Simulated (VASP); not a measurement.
# PtSe2 (P-3m1) in VASP: notebook, part 3 of 3

VASP 6.6.1. Earlier steps stand in the parts before.

**6. Single point, LDA**

This run uses another cell than the first one, of 26.47 Å³/atom.

The input, INCAR:

```
PREC = Accurate ; ENCUT = 520
EDIFF = 1E-6 ; ISMEAR = 0
SIGMA = 0.02 ; LREAL = False
LASPH = True ; NELM = 60
ALGO = Normal ; ISIF = 2
LWAVE = False ; LCHARG = False
GGA = CA ; NBANDS = 18
```

The input, KPOINTS:

```
Automatic mesh
0
Gamma
  12 12 4
```

The input, POSCAR:

```
PtSe2
1.0
    3.7515280056      0.0000000000      0.0000000000
   -1.8757640028      3.2489185559      0.0000000000
    0.0000000000      0.0000000000      6.5141502416
Pt Se
1 2
Direct
    0.0000000000      0.0000000000      0.0000000000
    0.3333333333      0.6666666667      0.2005958070
    0.6666666667      0.3333333333      0.7994041930
```

Potentials or basis: VASP PAW LDA potentials, release 64 (Pt, Se).

Launch:

```bash
cat potpaw_LDA.64/Pt/POTCAR potpaw_LDA.64/Se/POTCAR > POTCAR
mpirun -np 1 vasp_std > vasp.out
```

OUTCAR:

```text
PREC = Accurate
   ENCUT = 520
   EDIFF = 1E-6
   ISMEAR = 0
   LREAL = False
   LASPH = True
   NELM = 60
   ISIF = 2
   GGA = CA

 ion  position               nearest neighbor table
   1  0.000  0.000  0.000-   2 2.53   3 2.53   3 2.53   2 2.53   3 2.53   2 2.53
   2  0.333  0.667  0.201-   1 2.53   1 2.53   1 2.53
   3  0.667  0.333  0.799-   1 2.53   1 2.53   1 2.53

  LATTYP: Found a hexagonal cell.
 ALAT       =     3.7515280056
 C/A-ratio  =     1.7363992037

  Lattice vectors:

 A1 = (   3.7515280056,   0.0000000000,   0.0000000000)
 A2 = (  -1.8757640028,   3.2489185559,   0.0000000000)
 A3 = (   0.0000000000,   0.0000000000,   6.5141502416)

Analysis of symmetry for initial positions (statically):
=====================================================================
 Subroutine PRICEL returns:
 Original cell was already a primitive cell.

 Routine SETGRP: Setting up the symmetry group for a
 hexagonal supercell.

 Subroutine GETGRP returns: Found 12 space group operations
 (whereof 12 operations were pure point group operations)
 out of a pool of 24 trial point group operations.

The static configuration has the point symmetry D_3d.

Analysis of symmetry for dynamics (positions and initial velocities):
=====================================================================
 Subroutine PRICEL returns:
 Original cell was already a primitive cell.

 Routine SETGRP: Setting up the symmetry group for a
 hexagonal supercell.

 Subroutine GETGRP returns: Found 12 space group operations
 (whereof 12 operations were pure point group operations)
 out of a pool of 24 trial point group operations.

The dynamic configuration has the point symmetry D_3d.

 Subroutine INISYM returns: Found 12 space group operations
 (whereof 12 operations are pure point group operations),
 and found     1 'primitive' translations

----------------------------------------------------------------------------------------

                                     Primitive cell

  volume of cell :      79.3971

  direct lattice vectors                    reciprocal lattice vectors
     3.751528006  0.000000000  0.000000000     0.266558053  0.153897364  0.000000000
    -1.875764003  3.248918556  0.000000000     0.000000000  0.307794727  0.000000000
     0.000000000  0.000000000  6.514150242     0.000000000  0.000000000  0.153511964

  length of vectors
     3.751528006  3.751528006  6.514150242     0.307794727  0.307794727  0.153511964

  position of ions in fractional coordinates (direct lattice)
     0.000000000  0.000000000  0.000000000
     0.333333333  0.666666667  0.200595807
     0.666666667  0.333333333  0.799404193

  ion indices of the primitive-cell ions
   primitive index   ion index
                 1           1
                 2           2
                 3           3

----------------------------------------------------------------------------------------

 KPOINTS: Automatic mesh

Automatic generation of k-mesh.
 Grid dimensions read from file:
 generate k-points for:   12   12    4

 Generating k-lattice:

  Cartesian coordinates                     Fractional coordinates (reciprocal lattice)
     0.022213171  0.012824780  0.000000000     0.083333333 -0.000000000  0.000000000
     0.000000000  0.025649561  0.000000000     0.000000000  0.083333333  0.000000000
     0.000000000  0.000000000  0.038377991     0.000000000  0.000000000  0.250000000

  Length of vectors
     0.025649561  0.025649561  0.038377991

  Shift w.r.t. Gamma in fractional coordinates (k-lattice)
     0.000000000  0.000000000  0.000000000

 Subroutine IBZKPT returns following result:
 ===========================================

 Found     69 irreducible k-points:

 Following reciprocal coordinates:
            Coordinates               Weight
  0.000000  0.000000  0.000000      1.000000
  0.083333 -0.000000  0.000000      6.000000
  0.166667 -0.000000  0.000000      6.000000
  0.250000  0.000000  0.000000      6.000000
  0.333333  0.000000  0.000000      6.000000
  0.416667  0.000000  0.000000      6.000000
[... 16 lines left out ...]
  0.166667 -0.000000  0.250000      6.000000
  0.000000  0.166667  0.250000      6.000000
 [... further k-points ...]
   k-points           NKPTS =     69   k-points in BZ     NKDIM =     69   number of bands    NBANDS=     18
   number of dos      NEDOS =    301   number of ions     NIONS =      3
   total plane-waves  NPLWV =  37632
   dimension x,y,z NGX =    28 NGY =   28 NGZ =   48
   dimension x,y,z NGXF=    56 NGYF=   56 NGZF=   96
   ions per type =               1   2
   NGX,Y,Z   is equivalent  to a cutoff of  12.41, 12.41, 12.25 a.u.
   NGXF,Y,Z  is equivalent  to a cutoff of  24.82, 24.82, 24.50 a.u.
 SYSTEM =  unknown system
   PREC   = accura    normal or accurate (medium, high low for compatibility)
   ISTART =      0    job   : 0-new  1-cont  2-samecut
   ICHARG =      2    charge: 1-file 2-atom 10-const
   ISPIN  =      1    spin polarized calculation?
   LNONCOLLINEAR =      F non collinear calculations
   LSORBIT =      F    spin-orbit coupling
   LASPH  =      T    aspherical Exc in radial PAW
   ENCUT  =  520.0 eV  38.22 Ry    6.18 a.u.   6.98  6.98 12.11*2*pi/ulx,y,z
   NELM   =     60;   NELMIN=  2; NELMDL= -5     # of ELM steps
   EDIFF  = 0.1E-05   stopping-criterion for ELM
   LREAL  =      F    real-space projection
   EDIFFG = 0.1E-04   stopping-criterion for IOM
   NSW    =      0    number of steps for IOM
   IBRION =     -1    ionic relax: 0-MD 1-quasi-New 2-CG
   NFREE  =      0    steps in history (QN), initial steepest desc. (CG)
   ISIF   =      2    stress and relaxation
   ISYM   =      2    0-nonsym 1-usesym 2-fastsym
   POTIM  = 0.5000    time-step for ionic-motion
   TEBEG  =    0.0;   TEEND  =   0.0 temperature during run
   PSTRESS=    0.0 pullay stress
   NELECT =      22.0000    total number of electrons
   NUPDOWN=      -1.0000    fix difference up-down
   EMIN   =  10.00;   EMAX   =-10.00  energy-range for DOS
   EFERMI =   0.00;   METHOD = LEGACY
   ISMEAR =     0;   SIGMA  =   0.02  broadening in eV -4-tet -1-fermi 0-gaus
   EFERMI_NEDOS =   21; number of points for ismear=-14 and -15
   IALGO  =     38    algorithm
   IMIX   =      4    mixing-type and parameters
     AMIX     =   0.40;   BMIX     =  1.00
     AMIX_MAG =   1.60;   BMIX_MAG =  1.00
  volume/ion in A,a.u.               =      26.47       178.60
  Fermi-wavevector in a.u.,A,eV,Ry     =   1.067286  2.016878 15.498387  1.139099
  Thomas-Fermi vector in A             =   2.202898
   LORBIT       =      0    0 simple, 1 ext, 2 COOP (PROOUT), +10 PAW based schemes
   GGA     = CA    functional components
   LHFCALC =     F    Hartree Fock is set to
   AEXX    =    0.0000 exact exchange contribution
   IVDW    =     0    specifies the selected vdW correction
   LEPSILON=     F    determine dielectric tensor
   LRPA    =     F    only Hartree local field effects (RPA)
 non-spin polarized calculation
 Gauss-broadening in eV      SIGMA  =   0.02
  energy-cutoff  :      520.00
  volume of cell :       79.40
 maximum number of plane-waves:      2162
   NGX = 13   NGY = 13   NGZ = 25

 number of electron      21.9999996 magnetization

 Free energy of the ion-electron system (eV)
  ---------------------------------------------------
  ext. energy  EPLUGINS =         0.00000000
  ---------------------------------------------------
  free energy    TOTEN  =       -16.80915079 eV

  energy without entropy =      -16.80915079  energy(sigma->0) =      -16.80915079

 E-fermi :   3.0684     XC(G=0):  -9.3338

 val. band max:        2.9583993288   @ k =   0.0833   0.0833   0.0000
 cond. band min:       3.7346452715   @ k =   0.0000   0.2500   0.2500
 fundamental gap:      0.7762459427
 Fermi energy:         3.0683957072

 k-point     1 :       0.0000    0.0000    0.0000
  band No.  band energies     occupation
      1     -11.2548      2.00000
      2      -9.4191      2.00000
      3      -2.4505      2.00000
      4      -2.3459      2.00000
      5      -2.3459      2.00000
      6      -0.0791      2.00000
[... 10 lines left out ...]
     17      11.0238      0.00000
     18      11.8596      0.00000
[... 463 lines left out ...]
 k-point    24 :       0.0000    0.1667    0.2500
  band No.  band energies     occupation
      1     -10.9553      2.00000
      2      -9.4874      2.00000
      3      -2.3956      2.00000
      4      -2.1849      2.00000
      5      -1.9782      2.00000
      6      -0.5752      2.00000
[... 10 lines left out ...]
     17      11.1771      0.00000
     18      12.0816      0.00000

 [... further k-points ...]

------------------------ aborting loop because EDIFF is reached ----------------------------------------

  FORCE on cell =-STRESS in cart. coord.  units (eV):
  Direction    XX          YY          ZZ          XY          YZ          ZX
  --------------------------------------------------------------------------------------
  -------------------------------------------------------------------------------------
  Total       -2.7811133     -2.7811133     -2.0715073      0.0000000      0.0000000      0.0000000
  in kB      -56.1208803    -56.1208803    -41.8015374      0.0000000      0.0000000      0.0000000
  external PRESSURE =     -51.3477660 kB  Pullay stress =       0.0000000 kB

 VOLUME and BASIS-vectors are now :
 -----------------------------------------------------------------------------
  energy-cutoff  :      520.00
  volume of cell :       79.40
      direct lattice vectors                 reciprocal lattice vectors
     3.751528006  0.000000000  0.000000000     0.266558053  0.153897364  0.000000000
    -1.875764003  3.248918556  0.000000000     0.000000000  0.307794727  0.000000000
     0.000000000  0.000000000  6.514150242     0.000000000  0.000000000  0.153511964

 POSITION                                       TOTAL-FORCE (eV/Angst)
 -----------------------------------------------------------------------------------
      0.00000      0.00000      0.00000        -0.000000      0.000000      0.000000
     -0.00000      2.16595      1.30671         0.000000      0.000000     -0.573786
      1.87576      1.08297      5.20744        -0.000000     -0.000000      0.573786
 -----------------------------------------------------------------------------------
    total drift:                                0.000000      0.000000      0.000000

  FREE ENERGIE OF THE ION-ELECTRON SYSTEM (eV)
  ---------------------------------------------------
  free  energy   TOTEN  =       -16.8091507935 eV

  energy  without entropy=      -16.8091507935  energy(sigma->0) =      -16.80915079
```

OSZICAR:

```text
N       E                     dE             d eps       ncg     rms          rms(c)
DAV:   1     0.111917914310E+03    0.11192E+03   -0.95809E+03  2500   0.104E+03
DAV:   2    -0.115743543619E+02   -0.12349E+03   -0.11882E+03  3082   0.203E+02
DAV:   3    -0.176575501999E+02   -0.60832E+01   -0.60416E+01  3090   0.460E+01
DAV:   4    -0.177178959907E+02   -0.60346E-01   -0.60324E-01  3030   0.488E+00
DAV:   5    -0.177187649583E+02   -0.86897E-03   -0.86893E-03  3070   0.562E-01    0.120E+01
DAV:   6    -0.170632002149E+02    0.65556E+00   -0.42153E+00  2576   0.190E+01    0.671E+00
DAV:   7    -0.168421934845E+02    0.22101E+00   -0.86991E-01  2544   0.911E+00    0.340E+00
DAV:   8    -0.168126243039E+02    0.29569E-01   -0.63722E-02  2828   0.169E+00    0.723E-01
DAV:   9    -0.168091325514E+02    0.34918E-02   -0.80374E-03  2746   0.839E-01    0.214E-01
DAV:  10    -0.168091623960E+02   -0.29845E-04   -0.15432E-03  2804   0.229E-01    0.502E-02
DAV:  11    -0.168091528087E+02    0.95872E-05   -0.83341E-05  2866   0.753E-02    0.290E-02
DAV:  12    -0.168091510124E+02    0.17963E-05   -0.89563E-06  2728   0.193E-02    0.614E-03
DAV:  13    -0.168091507935E+02    0.21897E-06   -0.16548E-06  1824   0.988E-03
   1 F= -.16809151E+02 E0= -.16809151E+02  d E =-.134325E-16
```

Run time: 2.2 min. Hardware: 1 thread of AMD EPYC 7R13, shared host; peak memory 0.2 GiB.

Results:

- Free energy: -16.8092 eV
- Pressure: -5.1 GPa
- Largest force: 0.574 eV/Å
- Band gap on the k mesh: 0.78 eV (least direct gap 0.92 eV)

Forces on the atoms (eV/Å):
```
Pt   0.000  0.000  0.000
Se   0.000  0.000 -0.574
Se   0.000  0.000  0.574
```

Caveat: the cell stands under tension; spin-orbit coupling is left out, which moves the levels of the heavy elements. A k mesh can miss the band edges.

**7. Overview**

| level | potentials or basis | spin | cell | k mesh | smearing | gap on the mesh (eV) | pressure (GPa) | largest force (eV/Å) |
| --- | --- | --- | --- | --- | --- | --- | --- | --- |
| PBE | VASP PAW PBE potentials, release 64 (Pt, Se) | off | a = 3.751, b = 3.751, c = 6.320 Å, angles 90.0, 90.0, 120.0°, 3 atoms, atomic positions A | 12 × 12 × 4 | gaussian 0.02 eV | 0.76 | 0.1 | - |
| PBE | VASP PAW PBE potentials, release 64 (Pt, Se) | collinear | a = 3.724, b = 3.724, c = 5.062 Å, angles 90.0, 90.0, 120.0°, 3 atoms, atomic positions B | 6 × 6 × 4 | gaussian 0.1 eV | none | 7.3 | 0.58 |
| PBE | VASP PAW PBE potentials, release 64 (Pt, Se) | off | a = 3.752, b = 3.752, c = 6.514 Å, angles 90.0, 90.0, 120.0°, 3 atoms, atomic positions C | 12 × 12 × 4 | gaussian 0.02 eV | 0.88 | 0.0 | - |
| LDA | VASP PAW LDA potentials, release 64 (Pt, Se) | off | a = 3.752, b = 3.752, c = 6.514 Å, angles 90.0, 90.0, 120.0°, 3 atoms, atomic positions C | 12 × 12 × 4 | gaussian 0.02 eV | 0.78 | -5.1 | 0.57 |

Alike in all rows: task single point; cutoff (eV) 520.

Caveats: spin-orbit coupling is left out, which moves the levels of the heavy elements; this functional lacks dispersion, which binds layers or chains, so the pressure and a relaxed spacing across them are unreliable (at least some runs); the cell stands under pressure (at least some runs); the cell stands under tension (at least some runs).

Total energies depend on the potentials used, so only differences within one code and one set of settings carry meaning.

The gap in the log of VASP goes by the Fermi energy; the results here count the filled bands.